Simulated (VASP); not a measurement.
Wanted: the native input for a VASP 6.6.1 run.

| Item | Value |
| --- | --- |
| Task | single point |
| Functional | PBE |
| Potentials or basis | VASP PAW PBE potentials, release 64 (B, As) |
| Cutoff | 500 eV |
| k mesh | 9 × 9 × 9 |
| Occupations | fermi-dirac, width 0.05 eV |
| Spin | no spin polarisation |
| Dipole correction | no |
| Further INCAR settings | ALGO = Normal; EDIFF = 1e-06; NBANDS = 11 |

The structure of BAs lies in POSCAR:

```
BAs
1.0
    2.8744680898      0.0000000000      0.0000000000
    0.0000000000      2.8744680898      0.0000000000
    0.0000000000      0.0000000000      2.8744680898
B As
1 1
Direct
    0.5000000000      0.5000000000      0.5000000000
    0.0000000000      0.0000000000      0.0000000000
```

The input as run:

INCAR

```
SYSTEM = BAs
PREC = Accurate
ENCUT = 500
EDIFF = 1E-6
ISMEAR = -1
SIGMA = 0.05
LREAL = .False.
LASPH = .True.
NELM = 120
ALGO = Normal
ISIF = 2
LWAVE = .False.
LCHARG = .False.
GGA = PE
NBANDS = 11
GGA_COMPAT = .False.
```

KPOINTS

```
Automatic mesh
0
Gamma
  9 9 9
  0 0 0
```

Potentials or basis: VASP PAW PBE potentials, release 64 (B, As).

Command:

```bash
$ cat potpaw_PBE.64/B/POTCAR potpaw_PBE.64/As/POTCAR > POTCAR
$ mpirun -np 1 vasp_std > vasp.out
```

It gave:

```
Pressure               : 7.9 GPa
Band gap on the k mesh : zero (band 4 reaches 10.21 eV, above the bottom of band 5 at 5.54 eV)
```

Wall time 7 s on 1 thread of Intel Xeon 6975P-C (shared host), peak memory 0.14 GiB.
